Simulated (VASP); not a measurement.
Here is a VASP 6.6.1 calculation.

File INCAR:

```
SYSTEM = O
  PREC = Accurate
  ENCUT = 600
  EDIFF = 1E-6
  ISMEAR = 0
  SIGMA = 0.1
  LREAL = .False.
  LASPH = .True.
  NELM = 120
  ALGO = Normal
  ISIF = 2
  LWAVE = .False.
  LCHARG = .False.
  GGA = PE
  NELECT = 11.9
  NBANDS = 13
  GGA_COMPAT = .False.
```

File KPOINTS:

```
Automatic mesh
0
Gamma
  6 6 6
  0 0 0
```

The input POSCAR:

```
O
1.0
    1.4233490221      0.8217709410      3.4083000000
   -1.4233490221      0.8217709410      3.4083000000
    0.0000000000     -1.6435418821      3.4083000000
O
2
Direct
    0.0588193455      0.0588193455      0.0588193455
    0.9411806545      0.9411806545      0.9411806545
```

Potentials or basis: VASP PAW PBE potentials, release 64 (O).

The run is started by

```sh
$ cat potpaw_PBE.64/O/POTCAR > POTCAR
$ mpirun -np 1 vasp_std > vasp.out
```

(1) Estimate the largest force.

## Answers

(1) 1.336 eV/Å.

Caveat: the k points lie up to 0.44 Å⁻¹ apart; the cell carries a net charge on a neutralising background, which shifts energy and pressure; the standard files for N, O and F lose accuracy on very short bonds; spin is off for a triplet molecule; forces of over 1 eV/Å act on the atoms, so gaps and moduli don't describe the material at rest.
